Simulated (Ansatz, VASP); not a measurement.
Pt in VASP and in Ansatz

```
CELL_PARAMETERS angstrom
2.75387 0.00000 0.00000
0.00000 3.89456 0.00000
0.00000 0.00000 21.50770
ATOMIC_POSITIONS crystal
Pt 0.00000 0.00000 0.37818
Pt 0.50000 0.50000 0.43196
Pt 0.00000 0.00000 0.50000
Pt 0.50000 0.50000 0.56804
Pt 0.00000 0.00000 0.62182
```

Alike in both runs: functional LDA; k mesh 12 × 9 × 1; occupations fermi-dirac, width 0.08 eV; no spin polarisation.

Ansatz relaxed the structure, and its values are those at the end. VASP's run is a single point on that final structure, the one shown.

|  | VASP | Ansatz |
| --- | --- | --- |
| version | VASP 6.6.1 | Ansatz 0.2.0 |
| potentials or method | VASP PAW LDA potentials, release 64 (Pt), cutoff 520 eV | all-electron LAPW, scalar-relativistic |

VASP gave:

| Property | Result |
| --- | --- |
| rms of the force components (eV/Å) | 0.020 |

Problem. Which values does Ansatz return?

Solution. rms of the force components (eV/Å): 0.002.

LDA's correlation is that of Perdew and Zunger in VASP and of Perdew and Wang (1992) in Ansatz. Ansatz ran all-electron here, and VASP with PAW potentials.

Neither program's run includes spin-orbit coupling.
